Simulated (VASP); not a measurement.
# C20Cl in VASP: notebook

The runs below take C20Cl through single point, relaxation of the atoms, with PBE.

All numbers are computed with VASP 6.6.1; they aren't measurements. Logs are shortened: lines on timing, memory, paths and dates and some standing lists are left out, and cuts for length are marked.

## 1. The cell of the first run

The cell holds a wire or tube with vacuum around it, 21 atoms: a = 8.544 Å, b = 8.872 Å, c = 20.279 Å, α = 90.00°, β = 90.00°, γ = 103.93°.

## 2. Single point, PBE

INCAR

```
ALGO = Normal
DIPOL = 0.5 0.5 0.324
EDIFF = 1E-6
ENCUT = 520
GGA = PE
IDIPOL = 3
ISIF = 2
ISMEAR = 0
LASPH = T
LCHARG = F
LDIPOL = T
LREAL = Auto
LWAVE = F
NBANDS = 60
NELM = 100
PREC = Accurate
SIGMA = 0.1
```

KPOINTS

```
k-points
0
Gamma
  4 3 1
```

POSCAR

```
C20Cl
1.0
    8.5436715405      0.0000000000      0.0000000000
   -2.1359178851      8.6110540208      0.0000000000
    0.0000000000      0.0000000000     20.2788010925
C Cl
20 1
Direct
    0.0782061927      0.9794914374      0.1972503198
    0.5782061927      0.9794914374      0.1972503198
    0.4115395260      0.9794914374      0.1972503198
    0.9115395260      0.9794914374      0.1972503198
    0.3230790521      0.9589828748      0.2574344476
    0.8230790520      0.9589828748      0.2574344476
    0.1564123854      0.9589828748      0.2574344476
    0.6564123854      0.9589828748      0.2574344476
    0.0669021097      0.9383827631      0.3175270290
    0.5669021097      0.9383827631      0.3175270290
    0.4022889442      0.9383825652      0.3175270320
    0.9022889442      0.9383825652      0.3175270320
    0.3111130079      0.9176685367      0.3778997893
    0.8111130079      0.9176685367      0.3778997893
    0.1477209542      0.9176685463      0.3778997009
    0.6477209542      0.9176685463      0.3778997009
    0.0473696108      0.8987953018      0.4329048139
    0.5473696108      0.8987953018      0.4329048139
    0.4020260800      0.8987945823      0.4329053307
    0.9020260800      0.8987945823      0.4329053307
    0.2973696108      1.6487953018      0.4689245383
```

Potentials or basis: VASP PAW PBE potentials, release 64 (C, Cl).

Started as:

```bash
cat potpaw_PBE.64/C/POTCAR potpaw_PBE.64/Cl/POTCAR > POTCAR
mpirun -np 1 vasp_std > vasp.out
```

OUTCAR:

```text
EDIFF = 1E-6
   ENCUT = 520
   GGA = PE
   ISIF = 2
   ISMEAR = 0
   LASPH = T
   LREAL = Auto
   NELM = 100
   PREC = Accurate

 ion  position               nearest neighbor table
   1  0.078  0.979  0.197-   7 1.42   4 1.42
   2  0.578  0.979  0.197-   8 1.42   3 1.42
   3  0.412  0.979  0.197-   5 1.42   2 1.42
   4  0.912  0.979  0.197-   6 1.42   1 1.42
   5  0.323  0.959  0.257-   3 1.42   7 1.42  11 1.43
   6  0.823  0.959  0.257-   4 1.42   8 1.42  12 1.43
   7  0.156  0.959  0.257-   1 1.42   5 1.42   9 1.43
   8  0.656  0.959  0.257-   2 1.42   6 1.42  10 1.43
   9  0.067  0.938  0.318-  12 1.41   7 1.43  15 1.44
  10  0.567  0.938  0.318-  11 1.41   8 1.43  16 1.44
  11  0.402  0.938  0.318-  10 1.41   5 1.43  13 1.44
  12  0.902  0.938  0.318-   9 1.41   6 1.43  14 1.44
  13  0.311  0.918  0.378-  19 1.39  15 1.40  11 1.44
  14  0.811  0.918  0.378-  20 1.39  16 1.40  12 1.44
  15  0.148  0.918  0.378-  17 1.39  13 1.40   9 1.44
  16  0.648  0.918  0.378-  18 1.39  14 1.40  10 1.44
  17  0.047  0.899  0.433-  20 1.24  15 1.39
  18  0.547  0.899  0.433-  19 1.24  16 1.39
  19  0.402  0.899  0.433-  18 1.24  13 1.39  21 2.30
  20  0.902  0.899  0.433-  17 1.24  14 1.39
  21  0.297  0.649  0.469-  19 2.30

  LATTYP: Found a simple monoclinic cell.
 ALAT       =     8.5436715405
 B/A-ratio  =     2.3735464310
 C/A-ratio  =     1.0384295166
 COS(beta)  =    -0.2407481644

  Lattice vectors:

 A1 = (   8.5436715405,   0.0000000000,   0.0000000000)
 A2 = (   0.0000000000,   0.0000000000, -20.2788010925)
 A3 = (  -2.1359178851,   8.6110540208,   0.0000000000)

Analysis of symmetry for initial positions (statically):
=====================================================================
 Subroutine PRICEL returns:
 Original cell was already a primitive cell.

 Routine SETGRP: Setting up the symmetry group for a
 simple monoclinic supercell.

 Subroutine GETGRP returns: Found  1 space group operations
 (whereof  1 operations were pure point group operations)
 out of a pool of  4 trial point group operations.

The static configuration has the point symmetry C_1 .

Analysis of symmetry for dynamics (positions and initial velocities):
=====================================================================
 Subroutine PRICEL returns:
 Original cell was already a primitive cell.

 Routine SETGRP: Setting up the symmetry group for a
 simple monoclinic supercell.

 Subroutine GETGRP returns: Found  1 space group operations
 (whereof  1 operations were pure point group operations)
 out of a pool of  4 trial point group operations.

The dynamic configuration has the point symmetry C_1 .

 Subroutine INISYM returns: Found  1 space group operations
 (whereof  1 operations are pure point group operations),
 and found     1 'primitive' translations

----------------------------------------------------------------------------------------

                                     Primitive cell

  volume of cell :    1491.9117

  direct lattice vectors                    reciprocal lattice vectors
     8.543671541  0.000000000  0.000000000     0.117045698  0.029032451  0.000000000
    -2.135917885  8.611054021  0.000000000     0.000000000  0.116129802  0.000000000
     0.000000000  0.000000000 20.278801093     0.000000000  0.000000000  0.049312580

  length of vectors
     8.543671541  8.872000708 20.278801093     0.120592614  0.116129802  0.049312580

  position of ions in fractional coordinates (direct lattice)
     0.078206193  0.979491437  0.197250320
     0.578206193  0.979491437  0.197250320
     0.411539526  0.979491437  0.197250320
     0.911539526  0.979491437  0.197250320
     0.323079052  0.958982875  0.257434448
     0.823079052  0.958982875  0.257434448
[... 13 lines left out ...]
     0.902026080  0.898794582  0.432905331
     0.297369611  0.648795302  0.468924538

  ion indices of the primitive-cell ions
   primitive index   ion index
                 1           1
                 2           2
                 3           3
                 4           4
                 5           5
                 6           6
[... 13 lines left out ...]
                20          20
                21          21

----------------------------------------------------------------------------------------

 KPOINTS: k-points

Automatic generation of k-mesh.
 Grid dimensions read from file:
 generate k-points for:    4    3    1

 Generating k-lattice:

  Cartesian coordinates                     Fractional coordinates (reciprocal lattice)
     0.029261425  0.007258113  0.000000000     0.250000000  0.000000000  0.000000000
     0.000000000  0.038709934  0.000000000     0.000000000  0.333333333  0.000000000
     0.000000000  0.000000000  0.049312580     0.000000000  0.000000000  1.000000000

  Length of vectors
     0.030148154  0.038709934  0.049312580

  Shift w.r.t. Gamma in fractional coordinates (k-lattice)
     0.000000000  0.000000000  0.000000000

 Subroutine IBZKPT returns following result:
 ===========================================

 Found      7 irreducible k-points:

 Following reciprocal coordinates:
            Coordinates               Weight
  0.000000  0.000000  0.000000      1.000000
  0.250000 -0.000000  0.000000      2.000000
  0.500000 -0.000000  0.000000      1.000000
  0.000000  0.333333  0.000000      2.000000
  0.250000  0.333333  0.000000      2.000000
  0.500000  0.333333  0.000000      2.000000
 -0.250000  0.333333  0.000000      2.000000
   k-points           NKPTS =      7   k-points in BZ     NKDIM =      7   number of bands    NBANDS=     60
   number of dos      NEDOS =    301   number of ions     NIONS =     21
   total plane-waves  NPLWV = 716800
   dimension x,y,z NGX =    64 NGY =   70 NGZ =  160
   dimension x,y,z NGXF=   128 NGYF=  140 NGZF=  320
   ions per type =              20   1
   NGX,Y,Z   is equivalent  to a cutoff of  12.45, 13.12, 13.12 a.u.
   NGXF,Y,Z  is equivalent  to a cutoff of  24.91, 26.23, 26.23 a.u.
 SYSTEM =  unknown system
   PREC   = accura    normal or accurate (medium, high low for compatibility)
   ISTART =      0    job   : 0-new  1-cont  2-samecut
   ICHARG =      2    charge: 1-file 2-atom 10-const
   ISPIN  =      1    spin polarized calculation?
   LNONCOLLINEAR =      F non collinear calculations
   LSORBIT =      F    spin-orbit coupling
   LASPH  =      T    aspherical Exc in radial PAW
   ENCUT  =  520.0 eV  38.22 Ry    6.18 a.u.  15.89 16.50 37.71*2*pi/ulx,y,z
   NELM   =    100;   NELMIN=  2; NELMDL= -5     # of ELM steps
   EDIFF  = 0.1E-05   stopping-criterion for ELM
   LREAL  =      T    real-space projection
   EDIFFG = 0.1E-04   stopping-criterion for IOM
   NSW    =      0    number of steps for IOM
   IBRION =     -1    ionic relax: 0-MD 1-quasi-New 2-CG
   NFREE  =      0    steps in history (QN), initial steepest desc. (CG)
   ISIF   =      2    stress and relaxation
   ISYM   =      2    0-nonsym 1-usesym 2-fastsym
   POTIM  = 0.5000    time-step for ionic-motion
   TEBEG  =    0.0;   TEEND  =   0.0 temperature during run
   PSTRESS=    0.0 pullay stress
   NELECT =      87.0000    total number of electrons
   NUPDOWN=      -1.0000    fix difference up-down
   EMIN   =  10.00;   EMAX   =-10.00  energy-range for DOS
   EFERMI =   0.00;   METHOD = LEGACY
   ISMEAR =     0;   SIGMA  =   0.10  broadening in eV -4-tet -1-fermi 0-gaus
   EFERMI_NEDOS =   21; number of points for ismear=-14 and -15
   IALGO  =     38    algorithm
   IMIX   =      4    mixing-type and parameters
     AMIX     =   0.40;   BMIX     =  1.00
     AMIX_MAG =   1.60;   BMIX_MAG =  1.00
  volume/ion in A,a.u.               =      71.04       479.42
  Fermi-wavevector in a.u.,A,eV,Ry     =   0.634844  1.199681  5.483510  0.403027
  Thomas-Fermi vector in A             =   1.698976
   LORBIT       =      0    0 simple, 1 ext, 2 COOP (PROOUT), +10 PAW based schemes
   GGA     = PE    functional components
   LHFCALC =     F    Hartree Fock is set to
   AEXX    =    0.0000 exact exchange contribution
   IVDW    =     0    specifies the selected vdW correction
   LEPSILON=     F    determine dielectric tensor
   LRPA    =     F    only Hartree local field effects (RPA)
 non-spin polarized calculation
 Gauss-broadening in eV      SIGMA  =   0.10
  energy-cutoff  :      520.00
  volume of cell :     1491.91
 maximum number of plane-waves:     40207
   NGX = 31   NGY = 33   NGZ = 75

 dipolmoment           0.000000      0.000000     -0.207744 electrons x Angstroem

 number of electron      87.0000000 magnetization

 dipolmoment           0.000000      0.000000      0.114794 electrons x Angstroem

 Free energy of the ion-electron system (eV)
  ---------------------------------------------------
  ext. energy  EPLUGINS =         0.00000000
  ---------------------------------------------------
  free energy    TOTEN  =      -166.68378764 eV

  energy without entropy =     -166.64573336  energy(sigma->0) =     -166.66476050

 E-fermi :  -4.8928     XC(G=0):  -2.1747

 val. band max:       -4.9451316024   @ k =   0.0000   0.3333   0.0000
 cond. band min:      -4.8305137070   @ k =   0.2500   0.3333   0.0000
 fundamental gap:      0.1146178953
 Fermi energy:        -4.8927918890

 k-point     1 :       0.0000    0.0000    0.0000
  band No.  band energies     occupation
      1     -23.3089      2.00000
      2     -22.0328      2.00000
      3     -21.7439      2.00000
      4     -21.5411      2.00000
      5     -20.3893      2.00000
      6     -19.9236      2.00000
[... 47 lines left out ...]
     54      -0.1151      0.00000
     55       0.6851      0.00000

 k-point     2 :       0.2500   -0.0000    0.0000
  band No.  band energies     occupation
      1     -23.2195      2.00000
      2     -22.5147      2.00000
      3     -21.4686      2.00000
      4     -21.1418      2.00000
      5     -20.7127      2.00000
      6     -19.4338      2.00000
[... 282 lines left out ...]
 k-point     7 :      -0.2500    0.3333    0.0000
  band No.  band energies     occupation
      1     -23.2195      2.00000
      2     -22.5147      2.00000
      3     -21.4686      2.00000
      4     -21.1418      2.00000
      5     -20.7127      2.00000
      6     -19.4338      2.00000
[... 47 lines left out ...]
     54       0.2120      0.00000
     55       0.6764      0.00000
 [bands above 55 left out]

------------------------ aborting loop because EDIFF is reached ----------------------------------------

 vacuum level on the upper side and lower side of the slab       (xc-potential included)         0.128        -0.142

  FORCE on cell =-STRESS in cart. coord.  units (eV):
  Direction    XX          YY          ZZ          XY          YZ          ZX
  --------------------------------------------------------------------------------------
  -------------------------------------------------------------------------------------
  Total       -0.8935721     -2.1105664     -4.1784239     -0.0246397      0.5274316      1.4068607
  in kB       -0.9596150     -2.2665561     -4.4872467     -0.0264608      0.5664135      1.5108402
  external PRESSURE =      -2.5711393 kB  Pullay stress =       0.0000000 kB

 VOLUME and BASIS-vectors are now :
 -----------------------------------------------------------------------------
  energy-cutoff  :      520.00
  volume of cell :     1491.91
      direct lattice vectors                 reciprocal lattice vectors
     8.543671541  0.000000000  0.000000000     0.117045698  0.029032451  0.000000000
    -2.135917885  8.611054021  0.000000000     0.000000000  0.116129802  0.000000000
     0.000000000  0.000000000 20.278801093     0.000000000  0.000000000  0.049312580

 POSITION                                       TOTAL-FORCE (eV/Angst)
 -----------------------------------------------------------------------------------
     -1.42395      8.43445      4.00000        -6.776477     -0.179945      1.053733
      2.84789      8.43445      4.00000        -6.959515     -0.190602      0.988675
      1.42395      8.43445      4.00000         6.871492     -0.073367      1.031620
      5.69578      8.43445      4.00000         6.727805     -0.135691      1.128235
      0.71197      8.25785      5.22046        -0.398669      0.131440     -1.139004
      4.98381      8.25785      5.22046        -0.316620      0.140452     -1.148769
[... 13 lines left out ...]
      5.78686      7.73957      8.77880         0.085347     -0.016040      0.119622
      1.15485      5.58681      9.50923        -0.085775      0.906112     -0.003553
 -----------------------------------------------------------------------------------
    total drift:                               -0.035866     -0.004958     -0.018502

  FREE ENERGIE OF THE ION-ELECTRON SYSTEM (eV)
  ---------------------------------------------------
  free  energy   TOTEN  =      -166.6837876379 eV

  energy  without entropy=     -166.6457333576  energy(sigma->0) =     -166.66476050

 vacuum level on the upper side and lower side of the slab         1.559         1.276
```

It took 22 min on 1 thread of Intel Xeon 6975P-C (Granite Rapids), shared host; peak memory 1.4 GiB.

Results:

- Free energy: -166.6838 eV
- Largest force: 7.032 eV/Å
- Band gap on the k mesh: zero (an odd number of electrons rules out a gap without spin polarisation)

Forces in eV/Å, atoms in the order of the input:
```
C   -6.776 -0.180  1.054
C   -6.960 -0.191  0.989
C    6.871 -0.073  1.032
C    6.728 -0.136  1.128
C   -0.399  0.131 -1.139
C   -0.317  0.140 -1.149
C    0.409  0.166 -0.998
C    0.235  0.106 -0.839
C   -0.012 -0.019 -0.088
C    0.059 -0.165 -0.489
C   -0.115  0.122  0.072
C    0.046 -0.031 -0.002
C   -0.274  0.640 -0.721
C    0.059  0.151  0.071
C    0.359  0.054  0.085
C   -0.540  0.233  0.415
C   -0.178 -0.043 -0.022
C    3.125  0.273 -0.152
C   -2.321 -2.068  0.637
C    0.085 -0.016  0.120
Cl  -0.086  0.906 -0.004
```

Levels at points of the mesh, in eV from the Fermi level:
| k point | band 41 | band 42 | band 43 | band 44 | band 45 | band 46 | band 47 | band 48 |
| --- | --- | --- | --- | --- | --- | --- | --- | --- |
| (0.00, 0.00, 0.00) | -0.91 | -0.83 | -0.33 | -0.05 | 0.74 | 1.13 | 1.22 | 1.52 |
| (0.50, 0.00, 0.00) | -1.16 | -0.95 | -0.87 | -0.07 | 0.62 | 0.72 | 1.78 | 2.07 |

Caveat: an odd number of electrons without spin polarisation forces a metal; a magnetic or distorted state may lie lower.

[end of part 1 of 2]

The gap in the log of VASP goes by the Fermi energy; the results here count the filled bands.